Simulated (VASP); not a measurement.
# Li2S (Fm-3m) in VASP: G0W0 quasiparticle levels with PBE

Aim: the G0W0 quasiparticle levels of Li2S with PBE.

Everything below comes from runs of VASP 6.6.1. Logs are shortened: lines on timing, memory, paths and dates and some standing lists are left out, and cuts for length are marked.

**1. The cell of the first run**

It takes space group Fm-3m (No. 225, cubic). Conventional cell: a = 5.691 Å, b = 5.691 Å, c = 5.691 Å, α = 90.00°, β = 90.00°, γ = 90.00°. Li (site symmetry -43m) has 4 S at 2.46 Å and 6 Li at 2.85 Å within 3.3 Å. S (site symmetry m-3m) has 8 Li at 2.46 Å within 3.3 Å.

**2. G0W0 quasiparticle levels, PBE**

Input file POSCAR:

```
Li2S
1.0
    0.0000000000      2.8452944197      2.8452944197
    2.8452944197      0.0000000000      2.8452944197
    2.8452944197      2.8452944197      0.0000000000
Li S
2 1
Direct
    0.2500000000      0.2500000000      0.2500000000
    0.7500000000      0.7500000000      0.7500000000
    0.0000000000      0.0000000000      0.0000000000
```

Input file INCAR.step1:

```
PREC = Accurate
ENCUT = 500
EDIFF = 1E-8
ISMEAR = 0
SIGMA = 0.01
LREAL = False
LASPH = True
NELM = 100
ALGO = Normal
LWAVE = True
LCHARG = False
GGA = PE
```

Input file INCAR.step2:

```
PREC = Accurate
ENCUT = 500
EDIFF = 1E-8
ISMEAR = 0
SIGMA = 0.01
LREAL = False
LASPH = True
NELM = 1
ALGO = Exact
LWAVE = True
LCHARG = False
GGA = PE
NBANDS = 322
LOPTICS = True
ISTART = 1
```

Input file INCAR.step3:

```
PREC = Accurate
ENCUT = 500
EDIFF = 1E-8
ISMEAR = 0
SIGMA = 0.01
LREAL = False
LASPH = True
ALGO = EVGW0
LWAVE = False
LCHARG = False
GGA = PE
NELMGW = 1
NBANDS = 322
ENCUTGW = 200
NOMEGA = 48
PRECFOCK = Fast
ISTART = 1
NBANDSGW = 12
```

Input file KPOINTS:

```
regular mesh
0
Gamma
  4 4 4
```

Potentials or basis: VASP PAW PBE potentials, release 64 (Li_GW, S_GW).

On the command line:

```bash
$ cat potpaw_PBE.64/Li_GW/POTCAR potpaw_PBE.64/S_GW/POTCAR > POTCAR
$ cp INCAR.step1 INCAR
$ mpirun -np 1 vasp_std > vasp.out
$ cp INCAR.step2 INCAR
$ mpirun -np 1 vasp_std > vasp.out
$ cp INCAR.step3 INCAR
$ mpirun -np 1 vasp_std > vasp.out
```

OUTCAR:

```text
PREC = Accurate
   ENCUT = 500
   EDIFF = 1E-8
   ISMEAR = 0
   LREAL = False
   LASPH = True
   GGA = PE
   NELMGW = 1
   ENCUTGW = 200
   PRECFOCK = Fast
   ISTART = 1

 ion  position               nearest neighbor table
   1  0.250  0.250  0.250-   3 2.46   3 2.46   3 2.46   3 2.46   2 2.85   2 2.85   2 2.85   2 2.85
                             2 2.85   2 2.85
   2  0.750  0.750  0.750-   3 2.46   3 2.46   3 2.46   3 2.46   1 2.85   1 2.85   1 2.85   1 2.85
                             1 2.85   1 2.85
   3  0.000  0.000  0.000-   2 2.46   2 2.46   2 2.46   1 2.46   2 2.46   1 2.46   1 2.46   1 2.46

  LATTYP: Found a face centered cubic cell.
 ALAT       =     5.6905888394

  Lattice vectors:

 A1 = (   0.0000000000,   2.8452944197,   2.8452944197)
 A2 = (   2.8452944197,   0.0000000000,   2.8452944197)
 A3 = (   2.8452944197,   2.8452944197,   0.0000000000)

Analysis of symmetry for initial positions (statically):
=====================================================================
 Subroutine PRICEL returns:
 Original cell was already a primitive cell.

 Routine SETGRP: Setting up the symmetry group for a
 face centered cubic supercell.

 Subroutine GETGRP returns: Found 48 space group operations
 (whereof 48 operations were pure point group operations)
 out of a pool of 48 trial point group operations.

The static configuration has the point symmetry O_h .

Analysis of symmetry for dynamics (positions and initial velocities):
=====================================================================
 Subroutine PRICEL returns:
 Original cell was already a primitive cell.

 Routine SETGRP: Setting up the symmetry group for a
 face centered cubic supercell.

 Subroutine GETGRP returns: Found 48 space group operations
 (whereof 48 operations were pure point group operations)
 out of a pool of 48 trial point group operations.

The dynamic configuration has the point symmetry O_h .

 Subroutine INISYM returns: Found 48 space group operations
 (whereof 48 operations are pure point group operations),
 and found     1 'primitive' translations

[... 79 lines left out ...]
   EDIFF  = 0.1E-07   stopping-criterion for ELM
   LREAL  =      F    real-space projection
   EDIFFG = 0.1E-06   stopping-criterion for IOM
   NSW    =      0    number of steps for IOM
   IBRION =     -1    ionic relax: 0-MD 1-quasi-New 2-CG
   NFREE  =      0    steps in history (QN), initial steepest desc. (CG)
   ISIF   =      0    stress and relaxation
   ISYM   =      3    0-nonsym 1-usesym 2-fastsym
   POTIM  = 0.5000    time-step for ionic-motion
   TEBEG  =    0.0;   TEEND  =   0.0 temperature during run
   PSTRESS=    0.0 pullay stress
   NELECT =       8.0000    total number of electrons
   NUPDOWN=      -1.0000    fix difference up-down
   EMIN   =  10.00;   EMAX   =-10.00  energy-range for DOS
   EFERMI =   0.00;   METHOD = LEGACY
   ISMEAR =     0;   SIGMA  =   0.01  broadening in eV -4-tet -1-fermi 0-gaus
   EFERMI_NEDOS =   21; number of points for ismear=-14 and -15
   IALGO  =     38    algorithm
   IMIX   =      4    mixing-type and parameters
     AMIX     =   0.40;   BMIX     =  1.00
     AMIX_MAG =   1.60;   BMIX_MAG =  1.00
  volume/ion in A,a.u.               =      15.36       103.63
  Fermi-wavevector in a.u.,A,eV,Ry     =   0.913344  1.725970 11.349938  0.834197
  Thomas-Fermi vector in A             =   2.037844
   LORBIT       =      0    0 simple, 1 ext, 2 COOP (PROOUT), +10 PAW based schemes
   GGA     = PE    functional components
   LHFCALC =     T    Hartree Fock is set to
   PRECFOCK=fast      Normal, Fast or Accurate (Low or Medium for compatibility)
   ENCUT4O =  -1.0   cutoff for four orbital integrals eV
   NKREDX  =     1    reduce k-point grid by
   NKREDY  =     1    reduce k-point grid by
   NKREDZ  =     1    reduce k-point grid by
   AEXX    =    1.0000 exact exchange contribution
   HFSCREEN=    0.0000 screening length (either q_TF or 0.3 A-1)
   HFSCREENC=   0.0000 screening length for correlation (either q_TF or 0.3 A-1)
   ENCUTFOCK=  -1.0 apply spherical cutoff to Coloumb kernel
   IVDW    =     0    specifies the selected vdW correction
   LEPSILON=     F    determine dielectric tensor
   LRPA    =     F    only Hartree local field effects (RPA)
   LRPAFORCE           =     F    calculate RPA forces
   ENCUTGW             = 200.0    cutoff for response function in eV
   ENCUTGWSOFT         = 160.0    soft cutoff for Coulomb kernel in GW response function in eV
   ENCUTLF             =  -1.0    cutoff for local field effects
   NELMGW              =     1    number of iterations in solving QP/BSE equation
   NELMHF              =     1    number of iterations in the inner HF iteration
   NKREDLFX            =     1    NKREDLFY  =   1   NKREDLFZ  =   1
 non-spin polarized calculation
 Gauss-broadening in eV      SIGMA  =   0.01
  energy-cutoff  :      500.00
  volume of cell :       46.07
 maximum number of plane-waves:      1211
 NGX is ok and might be reduce to    30
  NGX = 16; NGY = 16; NGZ = 16
   NGX = 15   NGY = 15   NGZ = 15
 maximum number of plane-waves:       307

 QP shifts <psi_nk| G(iteration)W_0 |psi_nk>: iteration 1
 for sc-GW calculations column KS-energies equals QP-energies in previous step
 and V_xc(KS)=  KS-energies - (<T + V_ion + V_H > + <T+V_H+V_ion>^1  + <V_x>^1)

 k-point   1 :       0.0000    0.0000    0.0000
  band No.  KS-energies  QP-energies   sigma(KS)   V_xc(KS)     V^pw_x(r,r')   Z            occupation Imag(sigma)

      1     -11.4678     -12.6120     -14.5116     -13.0204     -21.0035       0.7673       2.0000       1.4516
      2      -0.4198      -1.7977     -14.6816     -12.8855     -16.0779       0.7671       2.0000       0.0082
      3      -0.4198      -1.7977     -14.6816     -12.8855     -16.0779       0.7671       2.0000       0.0082
      4      -0.4198      -1.7977     -14.6816     -12.8855     -16.0779       0.7671       2.0000       0.0082
      5       3.8653       4.2679      -7.4393      -7.9421      -3.7902       0.8008       0.0000      -0.1034
      6       5.7985       6.6190      -7.2673      -8.2909      -3.6033       0.8016       0.0000      -0.0948
      7       5.7985       6.6190      -7.2673      -8.2909      -3.6033       0.8016       0.0000      -0.0948
      8       5.7985       6.6190      -7.2673      -8.2909      -3.6033       0.8016       0.0000      -0.0948
      9      10.6947      11.4598      -8.5780      -9.5728      -4.0669       0.7691       0.0000      -0.1831
     10      10.6947      11.4598      -8.5780      -9.5728      -4.0669       0.7691       0.0000      -0.1831
     11      12.0372      12.3893      -6.1305      -6.5952      -1.2775       0.7577       0.0000      -0.3408
     12      12.0372      12.3893      -6.1305      -6.5952      -1.2775       0.7577       0.0000      -0.3408
[... 100 lines left out ...]
      1     -10.8831     -11.7805     -14.9080     -13.5977     -21.2685       0.6849       2.0000       1.1447
      2      -2.2565      -3.7714     -13.3435     -11.3217     -15.2729       0.7493       2.0000       0.0317
      3      -2.2565      -3.7714     -13.3435     -11.3217     -15.2729       0.7493       2.0000       0.0317
      4      -2.1872      -3.6225     -12.8728     -10.9742     -14.6584       0.7560       2.0000       0.0279
      5       5.0560       5.4597      -8.0606      -8.5681      -4.5090       0.7954       0.0000      -0.1026
      6       6.8803       7.5445      -7.0716      -7.9141      -2.9660       0.7884       0.0000      -0.1198
      7       8.4490       9.2159      -8.1294      -9.1202      -3.9163       0.7740       0.0000      -0.1272
      8       8.4490       9.2159      -8.1294      -9.1202      -3.9163       0.7740       0.0000      -0.1272
      9      11.5260      12.1300      -8.2730      -9.0943      -3.1226       0.7355       0.0000      -0.2875
     10      11.5260      12.1300      -8.2730      -9.0943      -3.1226       0.7355       0.0000      -0.2875
     11      12.1389      13.1661      -8.8652     -10.2279      -3.9375       0.7537       0.0000      -0.2238
     12      13.9995      14.8704      -9.1851     -10.3310      -3.8887       0.7599       0.0000      -0.4154
```

OUTCAR.step1:

```text
PREC = Accurate
   ENCUT = 500
   EDIFF = 1E-8
   ISMEAR = 0
   LREAL = False
[... 296 lines left out ...]
      1.42265      1.42265      1.42265         0.000000      0.000000      0.000000
      4.26794      4.26794      4.26794        -0.000000     -0.000000     -0.000000
      0.00000      0.00000      0.00000        -0.000000      0.000000     -0.000000
 -----------------------------------------------------------------------------------
    total drift:                                0.000000     -0.000000     -0.000000

  FREE ENERGIE OF THE ION-ELECTRON SYSTEM (eV)
  ---------------------------------------------------
  free  energy   TOTEN  =       -11.9701289520 eV

  energy  without entropy=      -11.9701289520  energy(sigma->0) =      -11.97012895
```

Run time: 8.7 min. Hardware: 1 thread of Intel Xeon 8259CL, shared host; peak memory 0.71 GiB.

What came out:

| Quantity | Value |
| --- | --- |
| Band gap on the k mesh, mean-field level | 3.38 eV, indirect (least direct gap 4.29 eV) |
| Quasiparticle gap | 5.15 eV |
| Least direct quasiparticle gap | 6.07 eV |

Caveat: the k points lie up to 0.48 Å⁻¹ apart; bands, screening cutoff and mesh are small and nothing is extrapolated, so the quasiparticle values aren't converged. A k mesh can miss the band edges.
